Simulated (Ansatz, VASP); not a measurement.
**Two plane-wave programs on PbSe**

INCAR

```
SYSTEM = PbSe
  ALGO = Normal
  EDIFF = 1E-6
  ENCUT = 520
  GGA = CA
  ISIF = 2
  ISMEAR = -1
  LASPH = .TRUE.
  LCHARG = .FALSE.
  LREAL = .FALSE.
  LWAVE = .FALSE.
  NBANDS = 28
  NELM = 60
  PREC = Accurate
  SIGMA = 0.05
```

Contents of KPOINTS:

```
k-points
0
G
  6 6 3
  0 0 0
```

Contents of POSCAR:

```
PbSe
1.0
    4.5014784123      0.0000000000      0.0000000000
   -0.0105132524      4.5014661353      0.0000000000
   -2.2454825799     -2.2507330677     12.2361685397
Pb Se
2 2
Direct
    0.8068400000      0.8073040000      0.6184430000
    0.1854540000      0.1998100000      0.3823760000
    0.2873320000      0.3231460000      0.6231940000
    0.6842660000      0.6998950000      0.3779650000
```

input.yaml

```yaml
crystal:
  lattice:
    - [4.5014784123, 0.0, 0.0]
    - [-0.0105132524, 4.5014661353, 0.0]
    - [-2.2454825799, -2.2507330677, 12.2361685397]
  atoms:
    - { symbol: Pb, position: [0.80684, 0.807304, 0.618443] }
    - { symbol: Pb, position: [0.185454, 0.19981, 0.382376] }
    - { symbol: Se, position: [0.287332, 0.323146, 0.623194] }
    - { symbol: Se, position: [0.684266, 0.699895, 0.377965] }
hamiltonian:
  xc: lda
  pseudopotentials: { kind: paw }
kpoints:
  mp_grid: { grid: [6, 6, 3] }
scf:
  occupations: { method: fermi_dirac, width: 0.05 }
output:
  forces: true
  stress: true
  eigenvalues: true
```

Alike in both runs: task single point; functional LDA; k mesh 6 × 6 × 3; occupations fermi-dirac, width 0.05 eV; no spin polarisation.

|  | VASP | Ansatz |
| --- | --- | --- |
| version | VASP 6.6.1 | Ansatz 0.2.0 |
| potentials or method | VASP PAW LDA potentials, release 64 (Pb_d, Se) | Ansatz PAW |
| plane-wave cutoff (eV) | 520 | 420 |
| valence electrons in the cell | 40 | 60 |

Ansatz gave:

* gap on the k mesh at the Fermi level (eV): 1.46
* least direct gap on the mesh (eV): 1.46
* rms of the force components (eV/Å): 0.427

Question: What did VASP give for the same quantities?

Answer: gap on the k mesh at the Fermi level (eV): 1.45; least direct gap on the mesh (eV): 1.45; rms of the force components (eV/Å): 0.420.

LDA's correlation is that of Perdew and Zunger in VASP and of Perdew and Wang (1992) in Ansatz. Atom by atom the forces differ by 0.007 eV/Å (rms over components). VASP's potentials hold 40 valence electrons a cell and Ansatz's 60, so a difference there can come from the potentials and not from the codes.

Neither program's run includes spin-orbit coupling. Noted on Ansatz's run: odd divisions of the mesh miss points on the zone boundary, where band edges often lie, so the gap on the mesh can be too wide.
